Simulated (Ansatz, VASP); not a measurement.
**One calculation of Ta3N, two programs**

INCAR

```
  ALGO = Normal
  EDIFF = 1E-7
  ENCUT = 520
  GGA = PE
  ISIF = 2
  ISMEAR = 0
  LASPH = T
  LCHARG = T
  LELF = T
  LREAL = F
  LVHAR = T
  LWAVE = F
  NBANDS = 27
  NELM = 100
  PREC = Accurate
  SIGMA = 0.15
```

File KPOINTS:

```
k-points
0
Gamma
  18 18 6
```

Contents of POSCAR:

```
Ta3N
1.0
    3.0217748255      0.0000000000      0.0000000000
   -1.5108874128      2.6169337634      0.0000000000
    0.0000000000      0.0000000000      7.5575881873
Ta N
3 1
Direct
   -0.0137904255     -0.0068952128      0.4932481054
    0.3195429078      0.6597714539      0.1668431601
    0.6528762411      0.3264381206      0.8196530507
    0.0000000000      0.0000000000      0.0000000000
```

Input for Ansatz:

```yaml
crystal:
  lattice:
    - [3.0217748255, 0.0, 0.0]
    - [-1.5108874128, 2.6169337634, 0.0]
    - [0.0, 0.0, 7.5575881873]
  atoms:
    - { symbol: Ta, position: [-0.0137904255, -0.0068952128, 0.4932481054] }
    - { symbol: Ta, position: [0.3195429078, 0.6597714539, 0.1668431601] }
    - { symbol: Ta, position: [0.6528762411, 0.3264381206, 0.8196530507] }
    - { symbol: "N", position: [0.0, 0.0, 0.0] }
basis:
  ecutwfc: 420
kpoints:
  mp_grid: { grid: [18, 18, 6] }
hamiltonian:
  xc: pbe
scf:
  occupations: { method: gaussian, width: 0.15 }
output:
  forces: true
  stress: true
  eigenvalues: true
```

Change from the starting cell: all Ta atoms moved +0.062 Å, as atom 1 towards its neighbour atom 2 (Ta) at 3.021 Å.

Alike in both runs: task single point; functional PBE; k mesh 18 × 18 × 6; occupations gaussian, width 0.15 eV; no spin polarisation.

```csv
,VASP,Ansatz
version,VASP 6.6.1,Ansatz 0.2.0
potentials or method,"VASP PAW PBE potentials, release 64 (Ta_pv, N), cutoff 520 eV","scalar-relativistic, plane waves, PAW"
valence electrons in the cell,38,44
```

```tsv
	VASP	Ansatz	Ansatz less VASP
gap on the k mesh at the Fermi level (eV)	none	none	-
pressure (GPa)	0.6	0.3	-0.30
traceless stress, the component that is largest in VASP (GPa)	-0.14	-0.14	+0.002
rms of the force components (eV/Å)	0.319	0.315	-0.0038
```

Atom by atom the forces differ by 0.020 eV/Å (rms over components). A gap of «none» marks a metal or a gap that the smearing closes. VASP's potentials hold 38 valence electrons a cell and Ansatz's 44, so a difference there can come from the potentials and not from the codes.

Spin-orbit coupling is off throughout.
